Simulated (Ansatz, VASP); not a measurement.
BeCd3S4: VASP beside Ansatz

```
CELL_PARAMETERS angstrom
6.25991 0.00000 0.00000
0.00000 6.25991 0.00000
0.00000 0.00000 8.80910
ATOMIC_POSITIONS crystal
Be 0.00000 0.00000 0.50000
Cd 0.00000 0.00000 0.23483
Cd 0.00000 0.00000 0.76517
Cd 0.50000 0.50000 0.00000
S 0.78801 0.78801 0.00000
S 0.21199 0.21199 0.00000
S 0.78801 0.21199 0.00000
S 0.21199 0.78801 0.00000
```

Alike in both runs: functional PBE; k mesh 3 × 3 × 2; occupations gaussian, width 0.15 eV; no spin polarisation.

Ansatz relaxed the structure, and its values are those at the end. VASP's run is a single point on that final structure, the one shown.

|  | VASP | Ansatz |
| --- | --- | --- |
| version | VASP 6.6.1 | Ansatz 0.2.0 |
| potentials or method | VASP PAW PBE potentials, release 64 (Be, Cd, S), cutoff 600 eV | scalar-relativistic, plane waves, PAW |
| valence electrons in the cell | 62 | 86 |

VASP gave:

| Item | Value |
| --- | --- |
| gap on the k mesh at the Fermi level (eV) | none |
| pressure (GPa) | 0.2 |
| rms of the force components (eV/Å) | 0.030 |

Estimate Ansatz's values.

gap on the k mesh at the Fermi level (eV): none; pressure (GPa): 0.1; rms of the force components (eV/Å): 0.026.

A gap of «none» marks a metal or a gap that the smearing closes. VASP's potentials hold 62 valence electrons a cell and Ansatz's 86, so a difference there can come from the potentials and not from the codes.
